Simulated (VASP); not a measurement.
AlN: single point with PBEsol

AlN:

```
Al N
1.0
     3.11378    0.00000    0.00000
    -1.55689    2.69661    0.00000
     0.00000    0.00000    4.98365
Al N
2 2
Direct
  0.66667 0.33333 0.49902
  0.33333 0.66667 0.99902
  0.66667 0.33333 0.88098
  0.33333 0.66667 0.38098
```

```yaml
Program: VASP 6.6.1
Task: single point
Functional: PBEsol
Potentials_or_basis: VASP PAW PBE potentials, release 64 (Al, N)
Cutoff: 520 eV
k_mesh: 9 × 9 × 4
Occupations: gaussian, width 0.02 eV
Spin: no spin polarisation
Dipole_correction: no
Further_INCAR_settings: ALGO = Normal; EDIFF = 1e-07; NBANDS = 16
```

* Pressure: 0.0 GPa
* Band gap on the k mesh: 4.11 eV

Levels at points of the mesh, in eV from the valence-band top:
| k point | band 4 | band 5 | band 6 | band 7 | band 8 | band 9 | band 10 | band 11 | band 12 | band 13 |
| --- | --- | --- | --- | --- | --- | --- | --- | --- | --- | --- |
| (0.00, 0.00, 0.00) | -0.88 | -0.88 | -0.22 | -0.22 | 0.00 | 4.11 | 6.55 | 10.49 | 11.02 | 11.02 |
| (0.00, 0.00, 0.50) | -3.36 | -0.56 | -0.56 | -0.56 | -0.56 | 6.37 | 6.37 | 10.20 | 10.20 | 11.34 |

Run time: 25 s on 1 thread of Intel Xeon 8259CL, with other jobs on the host, peak memory 0.16 GiB.

Caveat: the PAW data sets were made with another functional, which shifts forces and pressure a little.
